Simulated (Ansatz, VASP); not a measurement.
# Two plane-wave programs on HfN

```
Hf N
1.0
     0.00000    2.25078    2.25078
     2.25078    0.00000    2.25078
     2.25078    2.25078    0.00000
Hf N
1 1
Direct
  0.96774 0.08547 0.98416
  0.53226 0.41453 0.51584
```

Change from the starting cell: atom 2 moved 0.45 Å.

Alike in both runs: task single point; functional PBEsol; k mesh 14 × 14 × 14; occupations gaussian, width 0.15 eV; no spin polarisation.

|  | VASP | Ansatz |
| --- | --- | --- |
| version | VASP 6.6.1 | Ansatz 0.2.0 |
| potentials or method | VASP PAW PBE potentials, release 64 (Hf_pv, N), cutoff 520 eV | scalar-relativistic, plane waves, PAW |
| valence electrons in the cell | 15 | 31 |

```csv
,VASP,Ansatz,Ansatz less VASP
gap on the k mesh at the Fermi level (eV),none,none,-
pressure (GPa),23.8,25.0,+1.17
"traceless stress, the component that is largest in VASP (GPa)",12.16,11.96,-0.195
rms of the force components (eV/Å),2.810,2.766,-0.0445
```

VASP's potentials were made for PBE, not for PBEsol. Atom by atom the forces differ by 0.046 eV/Å (rms over components). A gap of «none» marks a metal or a gap that the smearing closes. VASP's potentials hold 15 valence electrons a cell and Ansatz's 31, so a difference there can come from the potentials and not from the codes.

Spin-orbit coupling is off throughout.
